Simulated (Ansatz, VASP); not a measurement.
Two plane-wave programs on HfO2

```
CELL_PARAMETERS angstrom
5.16082 0.00000 -0.00270
0.00000 5.21204 0.00000
-0.89437 0.00000 5.27686
ATOMIC_POSITIONS crystal
Hf 0.27575 0.45723 0.70838
Hf 0.72425 0.95723 0.79162
Hf 0.72425 0.54277 0.29162
Hf 0.27575 0.04277 0.20838
O 0.44911 0.74280 0.97662
O 0.55089 0.24280 0.52338
O 0.55089 0.25720 0.02338
O 0.44911 0.75720 0.47662
O 0.06721 0.32874 0.34839
O 0.93279 0.82874 0.15161
O 0.93279 0.67126 0.65161
O 0.06721 0.17126 0.84839
```

Alike in both runs: functional PBE; k mesh 6 × 6 × 6; occupations gaussian, width 0.02 eV; no spin polarisation.

Ansatz relaxed the structure, and its values are those at the end. VASP's run is a single point on that final structure, the one shown.

```csv
,VASP,Ansatz
version,VASP 6.6.1,Ansatz 0.2.0
potentials or method,"VASP PAW PBE potentials, release 64 (Hf_pv, O), cutoff 520 eV","scalar-relativistic, plane waves, PAW"
valence electrons in the cell,88,152
```

Ansatz gave:

```
gap on the k mesh at the Fermi level (eV) : 4.04
least direct gap on the mesh (eV)         : 4.12
pressure (GPa)                            : 0.0
rms of the force components (eV/Å)        : 0.004
```

Problem. Which values does VASP return?

Solution. gap on the k mesh at the Fermi level (eV): 4.00; least direct gap on the mesh (eV): 4.08; pressure (GPa): -3.1; rms of the force components (eV/Å): 0.036.

VASP's potentials hold 88 valence electrons a cell and Ansatz's 152, so a difference there can come from the potentials and not from the codes.

Neither program's run includes spin-orbit coupling.
